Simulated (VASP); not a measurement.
Wanted: the native input for a VASP 6.6.1 run.

```yaml
Task: single point
Functional: PBEsol
Potentials_or_basis: VASP PAW PBE potentials, release 64 (Pb_d, Se)
Cutoff: 520 eV
k_mesh: 4 × 4 × 4
Occupations: gaussian, width 0.01 eV
Spin: no spin polarisation
Dipole_correction: no
Further_INCAR_settings: ALGO = Normal; EDIFF = 1e-06; NBANDS = 17; ISYM = 0
```

The structure of PbSe lies in POSCAR:

```
PbSe
1.0
    0.0000000000      3.4232041400      3.4232041400
    3.4232041400      0.0000000000      3.4232041400
    3.4232041400      3.4232041400      0.0000000000
Pb Se
1 1
Direct
    0.0000000000      0.0000000000      0.0000000000
    0.2500000000      0.2500000000      0.2500000000
```

One way to write it, as run:

INCAR

```
ALGO = Normal
EDIFF = 1E-6
ENCUT = 520
GGA = PS
ISIF = 2
ISMEAR = 0
ISYM = 0
LASPH = T
LCHARG = F
LREAL = F
LWAVE = F
NBANDS = 17
NELM = 100
PREC = Accurate
SIGMA = 0.01
```

KPOINTS

```
k-points
0
Gamma
  4 4 4
```

Potentials or basis: VASP PAW PBE potentials, release 64 (Pb_d, Se).

Run with:

```sh
$ cat potpaw_PBE.64/Pb_d/POTCAR potpaw_PBE.64/Se/POTCAR > POTCAR
$ mpirun -np 1 vasp_std > vasp.out
```

Results of the run:

- Pressure: -1.0 GPa
- Band gap on the k mesh: 0.54 eV, indirect (least direct gap 1.09 eV)

Caveat: the PAW data sets were made with another functional, which shifts forces and pressure a little; spin-orbit coupling is left out, which moves the levels of the heavy elements.

It took 18 s on 1 thread of Intel(R) Xeon(R) 6975P-C (Granite Rapids) (shared host), peak memory 0.22 GiB.
